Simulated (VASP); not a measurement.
# LiH (I4/mmm) in VASP: a series of runs

Runs on LiH. Level: PBE. Tasks: single point.

All numbers are computed with VASP 6.6.1; they aren't measurements. Logs are shortened: lines on timing, memory, paths and dates and some standing lists are left out, and cuts for length are marked.

### Step 1. The cell of the first run

Symmetry: I4/mmm, No. 139, tetragonal system. Conventional cell: a = 2.874 Å, b = 2.874 Å, c = 3.943 Å, α = 90.00°, β = 90.00°, γ = 90.00°. Within 2.6 Å of Li (site symmetry 4/mmm) lie 6 H at 1.97 to 2.03 Å. Within 2.6 Å of H (site symmetry 4/mmm) lie 6 Li at 1.97 to 2.03 Å.

### Step 2. Single point, PBE (strain -0.0300 x Voigt [0, 1, 0, 0, 0, 0])

File INCAR:

```
SYSTEM = LiH
  PREC = Accurate
  ENCUT = 750
  EDIFF = 1E-6
  ISMEAR = 0
  SIGMA = 0.05
  LREAL = .FALSE.
  LASPH = .TRUE.
  NELM = 120
  ALGO = Normal
  ISIF = 2
  LWAVE = .FALSE.
  LCHARG = .FALSE.
  GGA = PE
  NBANDS = 9
  GGA_COMPAT = .FALSE.
```

File KPOINTS:

```
regular mesh
0
G
  10 10 10
  0 0 0
```

File POSCAR:

```
LiH
1.0
    0.0000000000      1.9715250000      2.0325000000
    2.0325000000      0.0000000000      2.0325000000
    2.0325000000      1.9715250000      0.0000000000
Li H
1 1
Direct
    0.0000000000      0.0000000000      0.0000000000
    0.5000000000      0.5000000000      0.5000000000
```

Potentials or basis: VASP PAW PBE potentials, release 64 (Li_sv, H).

Started as:

```
$ cat potpaw_PBE.64/Li_sv/POTCAR potpaw_PBE.64/H/POTCAR > POTCAR
$ mpirun -np 1 vasp_std > vasp.out
```

OUTCAR:

```text
SYSTEM = LiH
   PREC = Accurate
   ENCUT = 750
   EDIFF = 1E-6
   ISMEAR = 0
   LREAL = .FALSE.
   LASPH = .TRUE.
   NELM = 120
   ISIF = 2
   GGA = PE

 ion  position               nearest neighbor table
   1  0.000  0.000  0.000-
   2  0.500  0.500  0.500-

  LATTYP: Found a body centered tetragonal cell.
 ALAT       =     2.8743890655
 C/A-ratio  =     1.3717871555

  Lattice vectors:

 A1 = (   0.0000000000,  -1.9715250000,   2.0325000000)
 A2 = (   0.0000000000,  -1.9715250000,  -2.0325000000)
 A3 = (   2.0325000000,   1.9715250000,   0.0000000000)

Analysis of symmetry for initial positions (statically):
=====================================================================
 Subroutine PRICEL returns:
 Original cell was already a primitive cell.

 Routine SETGRP: Setting up the symmetry group for a
 body centered tetragonal supercell.

 Subroutine GETGRP returns: Found 16 space group operations
 (whereof 16 operations were pure point group operations)
 out of a pool of 16 trial point group operations.

The static configuration has the point symmetry D_4h.

Analysis of symmetry for dynamics (positions and initial velocities):
=====================================================================
 Subroutine PRICEL returns:
 Original cell was already a primitive cell.

 Routine SETGRP: Setting up the symmetry group for a
 body centered tetragonal supercell.

 Subroutine GETGRP returns: Found 16 space group operations
 (whereof 16 operations were pure point group operations)
 out of a pool of 16 trial point group operations.

The dynamic configuration has the point symmetry D_4h.

 Subroutine INISYM returns: Found 16 space group operations
 (whereof 16 operations are pure point group operations),
 and found     1 'primitive' translations

----------------------------------------------------------------------------------------

                                     Primitive cell

  volume of cell :      16.2890

  direct lattice vectors                    reciprocal lattice vectors
     0.000000000  1.971525000  2.032500000    -0.246002460  0.253610784  0.246002460
     2.032500000  0.000000000  2.032500000     0.246002460 -0.253610784  0.246002460
     2.032500000  1.971525000  0.000000000     0.246002460  0.253610784 -0.246002460

  length of vectors
     2.831601504  2.874389066  2.831601504     0.430526248  0.430526248  0.430526248

  position of ions in fractional coordinates (direct lattice)
     0.000000000  0.000000000  0.000000000
     0.500000000  0.500000000  0.500000000

  ion indices of the primitive-cell ions
   primitive index   ion index
                 1           1
                 2           2

----------------------------------------------------------------------------------------

 KPOINTS: regular mesh

Automatic generation of k-mesh.
 Grid dimensions read from file:
 generate k-points for:   10   10   10

 Generating k-lattice:

  Cartesian coordinates                     Fractional coordinates (reciprocal lattice)
    -0.024600246  0.025361078  0.024600246     0.100000000  0.000000000  0.000000000
     0.024600246 -0.025361078  0.024600246    -0.000000000  0.100000000 -0.000000000
     0.024600246  0.025361078 -0.024600246     0.000000000  0.000000000  0.100000000

  Length of vectors
     0.043052625  0.043052625  0.043052625

  Shift w.r.t. Gamma in fractional coordinates (k-lattice)
     0.000000000  0.000000000  0.000000000

 Subroutine IBZKPT returns following result:
 ===========================================

 Found    102 irreducible k-points:

 Following reciprocal coordinates:
            Coordinates               Weight
  0.000000  0.000000  0.000000      1.000000
  0.100000  0.000000  0.000000      8.000000
  0.200000  0.000000  0.000000      8.000000
  0.300000  0.000000  0.000000      8.000000
  0.400000  0.000000  0.000000      8.000000
  0.500000  0.000000  0.000000      4.000000
[... 16 lines left out ...]
  0.300000  0.300000  0.000000      4.000000
  0.400000  0.300000  0.000000     16.000000
 [... further k-points ...]
   k-points           NKPTS =    102   k-points in BZ     NKDIM =    102   number of bands    NBANDS=      9
   number of dos      NEDOS =    301   number of ions     NIONS =      2
   total plane-waves  NPLWV =  21952
   dimension x,y,z NGX =    28 NGY =   28 NGZ =   28
   dimension x,y,z NGXF=    56 NGYF=   56 NGZF=   56
   ions per type =               1   1
   NGX,Y,Z   is equivalent  to a cutoff of  16.44, 16.19, 16.44 a.u.
   NGXF,Y,Z  is equivalent  to a cutoff of  32.88, 32.39, 32.88 a.u.
 SYSTEM =  LiH
   PREC   = accura    normal or accurate (medium, high low for compatibility)
   ISTART =      0    job   : 0-new  1-cont  2-samecut
   ICHARG =      2    charge: 1-file 2-atom 10-const
   ISPIN  =      1    spin polarized calculation?
   LNONCOLLINEAR =      F non collinear calculations
   LSORBIT =      F    spin-orbit coupling
   LASPH  =      T    aspherical Exc in radial PAW
   ENCUT  =  750.0 eV  55.12 Ry    7.42 a.u.   6.32  6.42  6.32*2*pi/ulx,y,z
   NELM   =    120;   NELMIN=  2; NELMDL= -5     # of ELM steps
   EDIFF  = 0.1E-05   stopping-criterion for ELM
   LREAL  =      F    real-space projection
   EDIFFG = 0.1E-04   stopping-criterion for IOM
   NSW    =      0    number of steps for IOM
   IBRION =     -1    ionic relax: 0-MD 1-quasi-New 2-CG
   NFREE  =      0    steps in history (QN), initial steepest desc. (CG)
   ISIF   =      2    stress and relaxation
   ISYM   =      2    0-nonsym 1-usesym 2-fastsym
   POTIM  = 0.5000    time-step for ionic-motion
   TEBEG  =    0.0;   TEEND  =   0.0 temperature during run
   PSTRESS=    0.0 pullay stress
   NELECT =       4.0000    total number of electrons
   NUPDOWN=      -1.0000    fix difference up-down
   EMIN   =  10.00;   EMAX   =-10.00  energy-range for DOS
   EFERMI =   0.00;   METHOD = LEGACY
   ISMEAR =     0;   SIGMA  =   0.05  broadening in eV -4-tet -1-fermi 0-gaus
   EFERMI_NEDOS =   21; number of points for ismear=-14 and -15
   IALGO  =     38    algorithm
   IMIX   =      4    mixing-type and parameters
     AMIX     =   0.40;   BMIX     =  1.00
     AMIX_MAG =   1.60;   BMIX_MAG =  1.00
  volume/ion in A,a.u.               =       8.14        54.96
  Fermi-wavevector in a.u.,A,eV,Ry     =   1.025173  1.937295 14.299438  1.050979
  Thomas-Fermi vector in A             =   2.158999
   LORBIT       =      0    0 simple, 1 ext, 2 COOP (PROOUT), +10 PAW based schemes
   GGA     = PE    functional components
   LHFCALC =     F    Hartree Fock is set to
   AEXX    =    0.0000 exact exchange contribution
   IVDW    =     0    specifies the selected vdW correction
   LEPSILON=     F    determine dielectric tensor
   LRPA    =     F    only Hartree local field effects (RPA)
 non-spin polarized calculation
 Gauss-broadening in eV      SIGMA  =   0.05
  energy-cutoff  :      750.00
  volume of cell :       16.29
 maximum number of plane-waves:       773
 NGX is ok and might be reduce to    28
   NGX = 13   NGY = 13   NGZ = 13

 number of electron       4.0000001 magnetization

 Free energy of the ion-electron system (eV)
  ---------------------------------------------------
  ext. energy  EPLUGINS =         0.00000000
  ---------------------------------------------------
  free energy    TOTEN  =        -6.12440562 eV

  energy without entropy =       -6.12440562  energy(sigma->0) =       -6.12440562

 E-fermi :   0.4437     XC(G=0):  -8.4747

 val. band max:        0.1858982406   @ k =   0.5000   0.0000   0.5000
 cond. band min:       2.8901195814   @ k =   0.5000   0.5000   0.0000
 fundamental gap:      2.7042213408
 Fermi energy:         0.4436960232

 k-point     1 :       0.0000    0.0000    0.0000
  band No.  band energies     occupation
      1     -44.2563      2.00000
      2      -5.3609      2.00000
      3      15.9456      0.00000
      4      17.6416      0.00000
      5      17.9046      0.00000
      6      17.9046      0.00000
      7      22.4599      0.00000
      8      22.4599      0.00000
      9      22.6300      0.00000

 k-point     2 :       0.1000    0.0000    0.0000
  band No.  band energies     occupation
      1     -44.2521      2.00000
      2      -5.1851      2.00000
      3      14.5160      0.00000
      4      16.7989      0.00000
      5      17.4126      0.00000
      6      17.4570      0.00000
      7      21.9429      0.00000
      8      23.3142      0.00000
      9      23.3689      0.00000

 k-point     3 :       0.2000    0.0000    0.0000
  band No.  band energies     occupation
      1     -44.2410      2.00000
      2      -4.6693      2.00000
      3      11.3158      0.00000
      4      15.5055      0.00000
      5      16.7367      0.00000
      6      16.9063      0.00000
      7      22.6302      0.00000
      8      22.6979      0.00000
      9      23.7061      0.00000

 k-point     4 :       0.3000    0.0000    0.0000
  band No.  band energies     occupation
      1     -44.2273      2.00000
      2      -3.8742      2.00000
      3       8.1985      0.00000
      4      14.4594      0.00000
      5      16.2674      0.00000
      6      16.6383      0.00000
      7      20.6236      0.00000
      8      21.5159      0.00000
      9      24.3429      0.00000
[... 205 lines left out ...]
 k-point    22 :      -0.2000    0.2000   -0.0000
  band No.  band energies     occupation
      1     -44.2225      2.00000
      2      -3.5335      2.00000
      3       9.4660      0.00000
      4       9.5672      0.00000
      5      15.8874      0.00000
      6      17.3065      0.00000
      7      21.6993      0.00000
      8      23.7703      0.00000
      9      25.6387      0.00000

 k-point    23 :       0.3000    0.3000    0.0000
  band No.  band energies     occupation
      1     -44.2193      2.00000
      2      -3.1732      2.00000
      3       8.3671      0.00000
      4      12.2173      0.00000
      5      12.4794      0.00000
      6      15.5632      0.00000
      7      17.3518      0.00000
      8      28.2617      0.00000
      9      30.1468      0.00000

 k-point    24 :       0.4000    0.3000    0.0000
  band No.  band energies     occupation
      1     -44.2108      2.00000
      2      -2.2969      2.00000
      3       6.5322      0.00000
      4      10.5543      0.00000
      5      11.9271      0.00000
      6      16.2968      0.00000
      7      17.5517      0.00000
      8      29.0356      0.00000
      9      30.2149      0.00000

 [... further k-points ...]
[... 5 lines left out ...]
  --------------------------------------------------------------------------------------
  -------------------------------------------------------------------------------------
  Total       -0.1302637      0.0827030     -0.1302637     -0.0000000      0.0000000      0.0000000
  in kB      -12.8126937      8.1346469    -12.8126937     -0.0000000      0.0000000      0.0000000
  external PRESSURE =      -5.8302468 kB  Pullay stress =       0.0000000 kB

 VOLUME and BASIS-vectors are now :
 -----------------------------------------------------------------------------
  energy-cutoff  :      750.00
  volume of cell :       16.29
      direct lattice vectors                 reciprocal lattice vectors
     0.000000000  1.971525000  2.032500000    -0.246002460  0.253610784  0.246002460
     2.032500000  0.000000000  2.032500000     0.246002460 -0.253610784  0.246002460
     2.032500000  1.971525000  0.000000000     0.246002460  0.253610784 -0.246002460

 POSITION                                       TOTAL-FORCE (eV/Angst)
 -----------------------------------------------------------------------------------
      0.00000      0.00000      0.00000         0.000000     -0.000000      0.000000
      2.03250      1.97152      2.03250         0.000000      0.000000     -0.000000
 -----------------------------------------------------------------------------------
    total drift:                                0.000000      0.000000      0.000000

  FREE ENERGIE OF THE ION-ELECTRON SYSTEM (eV)
  ---------------------------------------------------
  free  energy   TOTEN  =        -6.1244056190 eV

  energy  without entropy=       -6.1244056190  energy(sigma->0) =       -6.12440562
```

Wall time 33 s (1 thread of AMD EPYC 7R13, shared host); peak memory 0.13 GiB.

Results:

| Property | Result |
| --- | --- |
| Free energy | -6.1244 eV |
| Pressure | -0.6 GPa |
| Band gap on the k mesh | 2.70 eV, indirect (least direct gap 2.93 eV) |

Stress tensor (GPa, compression positive):
```
-1.28  0.00  0.00
 0.00  0.81  0.00
 0.00  0.00 -1.28
```

Caveat: the cell differs from its parent crystal (strain -0.0300 x Voigt [0, 1, 0, 0, 0, 0]). A k mesh can miss the band edges.

### Step 3. Single point, PBE (strain +0.0300 x Voigt [0, 1, 0, 0, 0, 0])

File INCAR:

```
PREC = Accurate ; ENCUT = 750
EDIFF = 1E-6 ; ISMEAR = 0
SIGMA = 0.05 ; LREAL = False
LASPH = True ; NELM = 120
ALGO = Normal ; ISIF = 2
LWAVE = False ; LCHARG = False
GGA = PE ; NBANDS = 9
GGA_COMPAT = False
```

File KPOINTS:

```
Automatic mesh
0
Gamma
  10 10 10
```

File POSCAR:

```
LiH
1.0
    0.0000000000      2.0934750000      2.0325000000
    2.0325000000      0.0000000000      2.0325000000
    2.0325000000      2.0934750000      0.0000000000
Li H
1 1
Direct
    0.0000000000      0.0000000000      0.0000000000
    0.5000000000      0.5000000000      0.5000000000
```

Potentials or basis: VASP PAW PBE potentials, release 64 (Li_sv, H).

Started as:

```
$ cat potpaw_PBE.64/Li_sv/POTCAR potpaw_PBE.64/H/POTCAR > POTCAR
$ mpirun -np 1 vasp_std > vasp.out
```

Wall time 40 s (1 thread of AMD EPYC 7R13, shared host); peak memory 0.13 GiB.

The run converged. Its results:

| Property | Result |
| --- | --- |
| Free energy | -6.1156 eV |
| Pressure | -2.5 GPa |
| Band gap on the k mesh | 2.71 eV, indirect (least direct gap 2.94 eV) |

Stress tensor (GPa, compression positive):
```
-1.95  0.00  0.00
 0.00 -3.47  0.00
 0.00  0.00 -1.95
```

Levels at points of the mesh, in eV from the valence-band top:
| k point | band 1 | band 2 | band 3 | band 4 | band 5 | band 6 | band 7 |
| --- | --- | --- | --- | --- | --- | --- | --- |
| (0.00, 0.00, 0.00) | -44.43 | -5.24 | 15.09 | 17.03 | 17.03 | 17.27 | 21.59 |
| (0.50, 0.00, 0.00) | -44.39 | -2.50 | 4.67 | 12.93 | 15.59 | 16.07 | 17.98 |
| (0.50, 0.50, 0.00) | -44.38 | 0.00 | 3.08 | 10.13 | 10.38 | 13.34 | 16.13 |
| (0.50, 0.00, 0.50) | -44.39 | -0.22 | 2.71 | 10.70 | 10.70 | 13.77 | 16.35 |

Caveat: the cell differs from its parent crystal (strain +0.0300 x Voigt [0, 1, 0, 0, 0, 0]). A k mesh can miss the band edges.

(Continued in part 2 of 2.)
